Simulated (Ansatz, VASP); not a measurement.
# CdInS2: VASP beside Ansatz

```
CELL_PARAMETERS angstrom
3.69468 0.00000 0.00000
-1.84734 3.19968 0.00000
0.00000 0.00000 7.47618
ATOMIC_POSITIONS crystal
Cd 0.00000 0.00000 0.00000
In 0.00000 0.00000 0.50000
S 0.66667 0.33333 0.70896
S 0.33333 0.66667 0.29104
```

Alike in both runs: task single point; functional PBE; k mesh 12 × 12 × 6; occupations gaussian, width 0.15 eV; no spin polarisation.

|  | VASP | Ansatz |
| --- | --- | --- |
| version | VASP 6.6.1 | Ansatz 0.2.0 |
| potentials or method | VASP PAW PBE potentials, release 64 (Cd, In_d, S), cutoff 520 eV | scalar-relativistic, plane waves, PAW |
| valence electrons in the cell | 37 | 45 |

|  | VASP | Ansatz | Ansatz less VASP |
| --- | --- | --- | --- |
| gap on the k mesh at the Fermi level (eV) | none | none | - |
| pressure (GPa) | 1.8 | 1.8 | -0.05 |
| traceless stress, the component that is largest in VASP (GPa) | -4.74 | -4.79 | -0.055 |
| rms of the force components (eV/Å) | 0.187 | 0.193 | +0.0062 |

Atom by atom the forces differ by 0.006 eV/Å (rms over components). A gap of «none» marks a metal or a gap that the smearing closes. The functional is the same, so the differences come from potentials, cutoffs and numerics. VASP's potentials hold 37 valence electrons a cell and Ansatz's 45, so a difference there can come from the potentials and not from the codes.
